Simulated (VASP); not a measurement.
Wanted: the native input for a VASP 6.6.1 run.

* Task: single point
* Functional: PBE
* Potentials or basis: VASP PAW PBE potentials, release 64 (Cu)
* Cutoff: 520 eV
* k mesh: 22 × 22 × 22
* Occupations: gaussian, width 0.15 eV
* Spin: no spin polarisation
* Dipole correction: no
* Further INCAR settings: ALGO = Fast; EDIFF = 1e-06; NBANDS = 12

The structure of Cu lies in POSCAR:

```
Cu
1.0
    0.0000000000      1.8391312500      1.8075000000
    1.8391312500      0.0000000000      1.8075000000
    1.8391312500      1.8391312500      0.0000000000
Cu
1
Direct
    0.0000000000      0.0000000000      0.0000000000
```

This cell differs from its parent crystal: strain +0.0175 x Voigt [1, 1, 0, 0, 0, 0].

One way to write it, as run:

INCAR

```
SYSTEM = Cu
PREC = Accurate ; ENCUT = 520
EDIFF = 1E-6 ; ISMEAR = 0
SIGMA = 0.15 ; LREAL = .FALSE.
LASPH = .TRUE. ; NELM = 100
ALGO = Fast ; ISIF = 2
LWAVE = .FALSE. ; LCHARG = .FALSE.
GGA = PE ; NBANDS = 12
```

KPOINTS

```
regular mesh
0
G
  22 22 22
  0 0 0
```

Potentials or basis: VASP PAW PBE potentials, release 64 (Cu).

Run with:

```bash
$ cat potpaw_PBE.64/Cu/POTCAR > POTCAR
$ mpirun -np 1 vasp_std > vasp.out
```

Results of the run:

```yaml
Pressure: -2.3 GPa
```

Caveat: the cell differs from its parent crystal (strain +0.0175 x Voigt [1, 1, 0, 0, 0, 0]).

Wall time 46 s on 1 thread of Intel(R) Xeon(R) 6975P-C (Granite Rapids), with other jobs on the host, peak memory 0.22 GiB.
